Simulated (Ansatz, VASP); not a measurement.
**Ti3Al5 in VASP and in Ansatz**

```
Ti Al
1.0
     3.88544    0.00000    0.00000
     0.00000    4.00179    0.00000
     0.00000    0.00000    8.53558
Ti Al
3 5
Direct
  0.00000 0.50000 0.26461
  0.00000 0.50000 0.73539
  0.50000 0.50000 0.00000
  0.00000 0.00000 0.00000
  0.00000 0.00000 0.50000
  0.50000 0.50000 0.50000
  0.50000 0.00000 0.24170
  0.50000 0.00000 0.75830
```

Change from the starting cell: strain +0.0600 x Voigt [0, 0, 1, 0, 0, 0], atoms carried along.

Alike in both runs: task single point; functional PBEsol; k mesh 10 × 10 × 6; occupations gaussian, width 0.15 eV; no spin polarisation.

```csv
,VASP,Ansatz
version,VASP 6.6.1,Ansatz 0.2.0
potentials or method,"VASP PAW PBE potentials, release 64 (Ti_sv, Al), cutoff 520 eV","scalar-relativistic, plane waves, PAW"
valence electrons in the cell,51,51
```

Ansatz gave:

```
gap on the k mesh at the Fermi level (eV)                     : none
pressure (GPa)                                                : -5.9
traceless stress, the component that is largest in VASP (GPa) : -4.90
rms of the force components (eV/Å)                            : 0.052
```

Q: What did VASP give for the same quantities?

A: gap on the k mesh at the Fermi level (eV): none; pressure (GPa): -5.9; traceless stress, the component that is largest in VASP (GPa): -4.91; rms of the force components (eV/Å): 0.050.

VASP's potentials were made for PBE, not for PBEsol. Atom by atom the forces differ by 0.002 eV/Å (rms over components). A gap of «none» marks a metal or a gap that the smearing closes.
